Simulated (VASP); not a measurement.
# Y (P6_3/mmc) in VASP: a series of runs, part 2 of 2

VASP 6.6.1. Earlier steps stand in the parts before.

## Step 3: Single point, PBEsol

INCAR reads:

```
ALGO     = Normal         # electronic algorithm
EDIFF    = 1E-6           # SCF threshold, eV
ENCUT    = 520            # plane-wave cutoff, eV
GGA      = PS             # functional
ISIF     = 2              # what is computed and relaxed
ISMEAR   = -1             # smearing method
LASPH    = T              # aspherical terms in the spheres
LCHARG   = F              # write CHGCAR
LREAL    = F              # projectors in reciprocal space
LWAVE    = F              # write WAVECAR
NBANDS   = 18             # bands
NELM     = 60             # most SCF steps
PREC     = Accurate       # precision mode
SIGMA    = 0.1            # smearing width, eV
```

KPOINTS reads:

```
k-points
0
Gamma
  10 10 6
```

POSCAR reads:

```
Y
1.0
    3.5944935492      0.0000000000      0.0000000000
   -1.7972467746      3.1129227274      0.0000000000
    0.0000000000      0.0000000000      5.6066676414
Y
2
Direct
    0.3333333333      0.6666666667      0.2500000000
    0.6666666667      0.3333333333      0.7500000000
```

Potentials or basis: VASP PAW PBE potentials, release 64 (Y_sv).

On the command line:

```sh
cat potpaw_PBE.64/Y_sv/POTCAR > POTCAR
mpirun -np 1 vasp_std > vasp.out
```

OUTCAR:

```text
EDIFF = 1E-6
   ENCUT = 520
   GGA = PS
   ISIF = 2
   ISMEAR = -1
   LASPH = T
   LREAL = F
   NELM = 60
   PREC = Accurate

 ion  position               nearest neighbor table
   1  0.333  0.667  0.250-   2 3.49   2 3.49   2 3.49   2 3.49   2 3.49   2 3.49
   2  0.667  0.333  0.750-   1 3.49   1 3.49   1 3.49   1 3.49   1 3.49   1 3.49

  LATTYP: Found a hexagonal cell.
 ALAT       =     3.5944935492
 C/A-ratio  =     1.5597934910

  Lattice vectors:

 A1 = (   3.5944935492,   0.0000000000,   0.0000000000)
 A2 = (  -1.7972467746,   3.1129227274,   0.0000000000)
 A3 = (   0.0000000000,   0.0000000000,   5.6066676414)

Analysis of symmetry for initial positions (statically):
=====================================================================
 Subroutine PRICEL returns:
 Original cell was already a primitive cell.

 Routine SETGRP: Setting up the symmetry group for a
 hexagonal supercell.

 Subroutine GETGRP returns: Found 24 space group operations
 (whereof 12 operations were pure point group operations)
 out of a pool of 24 trial point group operations.

The static configuration has the point symmetry D_3d.
 The point group associated with its full space group is D_6h.

Analysis of symmetry for dynamics (positions and initial velocities):
=====================================================================
 Subroutine PRICEL returns:
 Original cell was already a primitive cell.

 Routine SETGRP: Setting up the symmetry group for a
 hexagonal supercell.

 Subroutine GETGRP returns: Found 24 space group operations
 (whereof 12 operations were pure point group operations)
 out of a pool of 24 trial point group operations.

The dynamic configuration has the point symmetry D_3d.
 The point group associated with its full space group is D_6h.

 Subroutine INISYM returns: Found 24 space group operations
[... 106 lines left out ...]
   TEBEG  =    0.0;   TEEND  =   0.0 temperature during run
   PSTRESS=    0.0 pullay stress
   NELECT =      22.0000    total number of electrons
   NUPDOWN=      -1.0000    fix difference up-down
   EMIN   =  10.00;   EMAX   =-10.00  energy-range for DOS
   EFERMI =   0.00;   METHOD = LEGACY
   ISMEAR =    -1;   SIGMA  =   0.10  broadening in eV -4-tet -1-fermi 0-gaus
   EFERMI_NEDOS =   21; number of points for ismear=-14 and -15
   IALGO  =     38    algorithm
   IMIX   =      4    mixing-type and parameters
     AMIX     =   0.40;   BMIX     =  1.00
     AMIX_MAG =   1.60;   BMIX_MAG =  1.00
  volume/ion in A,a.u.               =      31.37       211.68
  Fermi-wavevector in a.u.,A,eV,Ry     =   1.154460  2.181612 18.133534  1.332777
  Thomas-Fermi vector in A             =   2.291096
   LORBIT       =      0    0 simple, 1 ext, 2 COOP (PROOUT), +10 PAW based schemes
   GGA     = PS    functional components
   LHFCALC =     F    Hartree Fock is set to
   AEXX    =    0.0000 exact exchange contribution
   IVDW    =     0    specifies the selected vdW correction
   LEPSILON=     F    determine dielectric tensor
   LRPA    =     F    only Hartree local field effects (RPA)
 non-spin polarized calculation
  energy-cutoff  :      520.00
  volume of cell :       62.74
 maximum number of plane-waves:      1725
 NGX is ok and might be reduce to    28
   NGX = 13   NGY = 13   NGZ = 21

 number of electron      22.0000002 magnetization

 Free energy of the ion-electron system (eV)
  ---------------------------------------------------
  ext. energy  EPLUGINS =         0.00000000
  ---------------------------------------------------
  free energy    TOTEN  =       -13.70069941 eV

  energy without entropy =      -13.58537598  energy(sigma->0) =      -13.64303770

 E-fermi :   3.1068     XC(G=0):  -9.7145

 val. band max:        3.0977934136   @ k =   0.4000   0.2000   0.3333
 cond. band min:       3.1362102483   @ k =   0.4000   0.0000   0.0000
 fundamental gap:      0.0384168347
 Fermi energy:         3.1067625928

 k-point     1 :       0.0000    0.0000    0.0000
  band No.  band energies     occupation
      1     -39.3741      2.00000
      2     -39.2816      2.00000
      3     -19.7403      2.00000
      4     -19.1768      2.00000
      5     -19.1768      2.00000
      6     -19.0696      2.00000
[... 481 lines left out ...]
      5     -19.3910      2.00000
      6     -19.3099      2.00000
[... 10 lines left out ...]
     17       8.1171      0.00000
     18       8.3777      0.00000

 [... further k-points ...]
[... 5 lines left out ...]
  --------------------------------------------------------------------------------------
  -------------------------------------------------------------------------------------
  Total       -0.0456482     -0.0456482     -0.0559787      0.0000000     -0.0000000      0.0000000
  in kB       -1.1657975     -1.1657975     -1.4296258      0.0000000     -0.0000000      0.0000000
  external PRESSURE =      -1.2537402 kB  Pullay stress =       0.0000000 kB

 VOLUME and BASIS-vectors are now :
 -----------------------------------------------------------------------------
  energy-cutoff  :      520.00
  volume of cell :       62.74
      direct lattice vectors                 reciprocal lattice vectors
     3.594493549  0.000000000  0.000000000     0.278203309  0.160620755  0.000000000
    -1.797246775  3.112922727  0.000000000     0.000000000  0.321241511  0.000000000
     0.000000000  0.000000000  5.606667641     0.000000000  0.000000000  0.178359065

 POSITION                                       TOTAL-FORCE (eV/Angst)
 -----------------------------------------------------------------------------------
     -0.00000      2.07528      1.40167        -0.000000      0.000000      0.000000
      1.79725      1.03764      4.20500         0.000000      0.000000      0.000000
 -----------------------------------------------------------------------------------
    total drift:                               -0.000000      0.000000     -0.000000

  FREE ENERGIE OF THE ION-ELECTRON SYSTEM (eV)
  ---------------------------------------------------
  free  energy   TOTEN  =       -13.7006994139 eV

  energy  without entropy=      -13.5853759808  energy(sigma->0) =      -13.64303770
```

Run time: 75 s. Hardware: 1 thread of Intel Xeon Platinum 8375C at 2.90GHz (Ice Lake), shared host; peak memory 0.22 GiB.

Results:

* Free energy: -13.7007 eV
* Pressure: -0.1 GPa
* Band gap on the k mesh: zero (band 11 reaches 4.19 eV, above the bottom of band 12 at 2.63 eV)

Caveat: the PAW data sets were made with another functional, which shifts forces and pressure a little.
